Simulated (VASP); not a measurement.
A run of VASP 6.6.1:

POSCAR

```
CO2
1.0
    8.5889170000      0.0000000000      0.0000000000
    0.0000000000      8.5889170000      0.0000000000
    0.0000000000      0.0000000000      8.5889170000
C O
12 24
Direct
    0.5929967655      0.8550787020      0.2439539234
    0.3442925342      0.2296214994      0.5792464871
    0.0374203174      0.7803312106      0.9837212305
    0.3056497111      0.1209582070      0.9690395192
    0.9176360652      0.1484587638      0.2384002547
    0.4143828611      0.4609428639      0.1714302280
    0.6843354057      0.5423733865      0.4876866315
   -0.0942842968      0.4429662087      0.0714292617
    0.0744331328      0.6585929285      0.4759622197
    0.9688881613      0.1796151948      0.6680004010
    0.7537620867      0.9082635215      0.6758826520
    0.4282612115      0.7737296798      0.7709819527
    0.5066995059      0.9091367398      0.1562129428
    0.6485567389      0.7817982174      0.3424529542
    0.3203314225      0.3023431243      0.6911232231
    0.3731785975      0.1534885015      0.4659842446
   -0.0511356670      0.8810307516      1.0107793567
    0.1128430977      0.6638555245      0.9757807649
    0.1809657725      0.1160681841      1.0209086897
    0.4401719099      0.1287938864      0.9229452328
    1.0223291248      0.0951458723      0.3005501159
    0.8057942579      0.1563410148      0.1604858913
    0.4869065564      0.3508474933      0.1394820791
    0.3473196912      0.5761844014      0.2099333362
    0.5846138692      0.5815401406      0.5709101625
    0.7752549012      0.4736103516      0.4151280074
    0.0240193263      0.3794541268      0.0893360595
   -0.2093628335      0.5077124392      0.0353944508
   -0.0049831661      0.7741604675      0.4867668415
    0.1503565583      0.5395790878      0.4545509055
    1.0466744527      0.0566893358      0.6641349544
    0.8921380891      0.2821426729      0.7158178383
    0.7669884340      0.7821125760      0.6946743111
    0.6913444384      1.0314455245      0.6595709331
    0.4220788255      0.6704919840      0.8575120705
    0.4346298841      0.8571977119      0.6687688331
```

INCAR.step1

```
SYSTEM = CO2
  ALGO = Normal
  EDIFF = 1E-4
  ENCUT = 520
  GGA = PE
  ISMEAR = -1
  LASPH = .True.
  LCHARG = .False.
  LREAL = Auto
  LWAVE = .True.
  NBANDS = 120
  NELM = 100
  PREC = Accurate
  SIGMA = 0.02
```

The input INCAR.step2:

```
SYSTEM = CO2
  ALGO = Normal
  EDIFF = 1E-6
  ENCUT = 520
  ISIF = 2
  ISMEAR = -1
  ISTART = 1
  IVDW = 12
  LASPH = .True.
  LCHARG = .False.
  LMIXTAU = .True.
  LREAL = Auto
  LWAVE = .False.
  METAGGA = R2SCAN
  NBANDS = 120
  NELM = 100
  PREC = Accurate
  SIGMA = 0.02
  VDW_A1 = 0.49484001
  VDW_A2 = 5.73083694
  VDW_S6 = 1.0
  VDW_S8 = 0.78981345
```

KPOINTS

```
k-points
0
Gamma
  1 1 1
  0 0 0
```

Potentials or basis: VASP PAW PBE potentials, release 64 (C, O).

The run is started by

```console
$ cat potpaw_PBE.64/C/POTCAR potpaw_PBE.64/O/POTCAR > POTCAR
$ cp INCAR.step1 INCAR
$ mpirun -np 1 vasp_gam > vasp.out
$ cp INCAR.step2 INCAR
$ mpirun -np 1 vasp_gam > vasp.out
```

Hardware: 1 thread of AMD EPYC 9R45 96-Core Processor (Zen 5), on a shared host.

Problem. How long does it take, and how much memory?

Solution. It took 3.7 min on 1 thread of AMD EPYC 9R45 96-Core Processor (Zen 5) (shared host), peak memory 0.59 GiB. Counts: k points 1.
